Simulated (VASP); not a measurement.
CaGa2: single point with LDA

Crystal: CaGa2.

```
Ca Ga
1.0
     4.17134    0.00000    0.00000
    -2.08567    3.61248    0.00000
     0.00000    0.00000    4.22148
Ca Ga
1 2
Direct
  0.00000 0.00000 0.00000
  0.33333 0.66667 0.50000
  0.66667 0.33333 0.50000
```

* Program: VASP 6.6.1
* Task: single point
* Functional: LDA
* Potentials or basis: VASP PAW LDA potentials, release 64 (Ca_sv, Ga_d)
* Cutoff: 520 eV
* k mesh: 5 × 5 × 4
* Occupations: gaussian, width 0.1 eV
* Spin: no spin polarisation

* Pressure: 0.3 GPa
* Band gap on the k mesh: zero (band 18 reaches 5.42 eV, above the bottom of band 19 at 3.56 eV)

Stress tensor (GPa, compression positive):
```
0.40 0.00 0.00
0.00 0.40 0.00
0.00 0.00 0.16
```

Levels at points of the mesh, in eV from the Fermi level:
```
           k point  band 14  band 15  band 16  band 17  band 18  band 19  band 20  band 21  band 22  band 23
(0.00, 0.00, 0.00)   -14.54    -9.70    -0.42    -0.14    -0.14     0.75     1.43     3.80     3.80     4.04
(0.00, 0.00, 0.50)   -14.52    -8.89    -4.11     0.98     0.98     1.86     1.86     2.33     2.71     2.71
```

Wall time 43 s on 1 thread of AMD EPYC 7R13, on a shared host, peak memory 0.13 GiB.

Caveat: the k points lie up to 0.37 Å⁻¹ apart.
